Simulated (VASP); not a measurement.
A run of VASP 6.6.1:

Contents of INCAR:

```
SYSTEM = Pt
PREC     = Accurate       ! precision mode
ENCUT    = 520            ! plane-wave cutoff, eV
EDIFF    = 1E-7           ! SCF threshold, eV
ISMEAR   = 0              ! smearing method
SIGMA    = 0.15           ! smearing width, eV
LREAL    = .FALSE.        ! projectors in reciprocal space
LASPH    = .TRUE.         ! aspherical terms in the spheres
NELM     = 100            ! most SCF steps
ALGO     = Normal         ! electronic algorithm
ISIF     = 2              ! what is computed and relaxed
LWAVE    = .FALSE.        ! write WAVECAR
LCHARG   = .FALSE.        ! write CHGCAR
GGA      = CA             ! functional
NBANDS   = 11             ! bands
```

KPOINTS

```
regular mesh
0
G
  22 22 22
  0 0 0
```

File POSCAR:

```
Pt
1.0
    0.0000000000      1.8301422288      2.0708059318
    1.8301422288      0.0000000000      2.0708059318
    1.8301422288      1.8301422288      0.0000000000
Pt
1
Direct
    0.0000000000      0.0000000000      0.0000000000
```

Potentials or basis: VASP PAW LDA potentials, release 64 (Pt).

The run is started by

```bash
$ cat potpaw_LDA.64/Pt/POTCAR > POTCAR
$ mpirun -np 1 vasp_std > vasp.out
```

Hardware: 1 thread of Intel(R) Xeon(R) 6975P-C (Granite Rapids), with other jobs on the host.

Question: Estimate the wall time of this run.

Answer: It took 44 s on 1 thread of Intel(R) Xeon(R) 6975P-C (Granite Rapids), on a shared host, peak memory 0.24 GiB. Counts: scf iterations 11, k points 834.
